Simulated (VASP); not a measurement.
Here is a VASP 6.6.1 calculation.

The input INCAR:

```
PREC = Accurate
ENCUT = 520
EDIFF = 1E-7
ISMEAR = 0
SIGMA = 0.1
LREAL = F
LASPH = T
NELM = 100
ALGO = Normal
ISIF = 2
LWAVE = F
LCHARG = F
GGA = PE
NBANDS = 24
```

The input KPOINTS:

```
Automatic mesh
0
Gamma
  14 14 14
```

The input POSCAR:

```
AlNi3
1.0
    0.0000000000      2.8361718554      2.8361718554
    2.8361718554      0.0000000000      2.8361718554
    2.8361718554      2.8361718554      0.0000000000
Al Ni
1 3
Direct
    0.5000000000      0.5000000000      0.5000000000
    0.2500000000      0.2500000000      0.2500000000
    0.0000000000      0.0000000000      0.0000000000
    0.7500000000      0.7500000000      0.7500000000
```

Potentials or basis: VASP PAW PBE potentials, release 64 (Al, Ni).

Launch:

```sh
$ cat potpaw_PBE.64/Al/POTCAR potpaw_PBE.64/Ni/POTCAR > POTCAR
$ mpirun -np 1 vasp_std > vasp.out
```

Q: What does it give for the band gap on the k mesh?

A: Zero (an odd number of electrons rules out a gap without spin polarisation).

Q: Estimate the pressure.

A: 0.0 GPa.

Spin polarisation is off, so any magnetic state and its effect on volume and gap are missing.
